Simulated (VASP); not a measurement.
A run of VASP 6.6.1 is set up as follows.

INCAR

```
  PREC = Accurate
  ENCUT = 450
  EDIFF = 1E-7
  ISMEAR = -1
  SIGMA = 0.05
  LREAL = F
  LASPH = T
  NELM = 120
  ALGO = Normal
  ISIF = 2
  LWAVE = F
  LCHARG = F
  GGA = PS
  IBRION = 2
  NSW = 50
  EDIFFG = -0.01
  GGA_COMPAT = F
  NELMIN = 4
```

File KPOINTS:

```
Automatic mesh
0
Gamma
  9 9 9
```

The input POSCAR:

```
TePb
1.0
    4.0022870000      0.0000000000      0.0000000000
    0.0000000000      4.0022870000      0.0000000000
    0.0000000000      0.0000000000      4.0022870000
Te Pb
1 1
Direct
    0.5000000000      0.5000000000      0.5000000000
    0.0000000000      0.0000000000      0.0000000000
```

Potentials or basis: VASP PAW PBE potentials, release 64 (Te, Pb_d).

Run with:

```console
$ cat potpaw_PBE.64/Te/POTCAR potpaw_PBE.64/Pb_d/POTCAR > POTCAR
$ mpirun -np 1 vasp_std > vasp.out
```

Q: Estimate the band gap on the k mesh.

A: Zero (band 10 reaches 6.41 eV, above the bottom of band 11 at 5.43 eV).

Final structure:
```
Te Pb
1.0
     4.00229    0.00000    0.00000
     0.00000    4.00229    0.00000
     0.00000    0.00000    4.00229
Te Pb
1 1
Direct
  0.50000 0.50000 0.50000
  0.00000 0.00000 0.00000
```

Caveat: the relaxation stopped at its first step, so nothing moved; spin-orbit coupling is left out, which moves the levels of the heavy elements.
